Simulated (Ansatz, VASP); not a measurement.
## RbBr in VASP and in Ansatz

The input INCAR:

```
PREC     = Accurate       # precision mode
ENCUT    = 520            # plane-wave cutoff, eV
EDIFF    = 1E-6           # SCF threshold, eV
ISMEAR   = 0              # smearing method
SIGMA    = 0.01           # smearing width, eV
LREAL    = F              # projectors in reciprocal space
LASPH    = T              # aspherical terms in the spheres
NELM     = 80             # most SCF steps
ALGO     = Normal         # electronic algorithm
ISIF     = 2              # what is computed and relaxed
LWAVE    = F              # write WAVECAR
LCHARG   = F              # write CHGCAR
NBANDS   = 15             # bands
```

The input KPOINTS:

```
Automatic mesh
0
Gamma
  6 6 6
```

Contents of POSCAR:

```
RbBr
1.0
    4.1279266072      0.0000000000      0.0000000000
    0.0000000000      4.1279266072      0.0000000000
    0.0000000000      0.0000000000      4.1279266072
Rb Br
1 1
Direct
    0.0000000000      0.0000000000      0.0000000000
    0.5000000000      0.5000000000      0.5000000000
```

Input for Ansatz:

```yaml
crystal:
  lattice:
    - [4.1279266072, 0.0, 0.0]
    - [0.0, 4.1279266072, 0.0]
    - [0.0, 0.0, 4.1279266072]
  atoms:
    - { symbol: Rb, position: [0.0, 0.0, 0.0] }
    - { symbol: Br, position: [0.5, 0.5, 0.5] }
kpoints:
  mp_grid: { grid: [6, 6, 6] }
  band_path:
    path:
      - [0.0, 0.0, 0.0]
      - [0.0, 0.5, 0.0]
      - [0.5, 0.5, 0.0]
      - [0.5, 0.5, 0.5]
      - [0.0, 0.5, 0.5]
    npoints: 1
hamiltonian:
  xc: lda
scf:
  occupations: { method: fixed }
  n_extra_bands: 4
output:
  forces: true
  stress: true
  eigenvalues: true
```

Alike in both runs: task single point; functional LDA; k mesh 6 × 6 × 6; no spin polarisation.

|  | VASP | Ansatz |
| --- | --- | --- |
| version | VASP 6.6.1 | Ansatz 0.2.0 |
| potentials or method | VASP PAW LDA potentials, release 64 (Rb_sv, Br) | plane waves, PAW |
| plane-wave cutoff (eV) | 520 | 420 |
| occupations | gaussian, width 0.01 eV | fixed |
| valence electrons in the cell | 16 | 16 |

VASP gave:

- gap on the k mesh at the Fermi level (eV): 3.68
- pressure (GPa): -2.0

Task: What did Ansatz give for the same quantities?

Result: gap on the k mesh at the Fermi level (eV): 3.67; pressure (GPa): -2.0.

LDA's correlation is that of Perdew and Zunger in VASP and of Perdew and Wang (1992) in Ansatz.
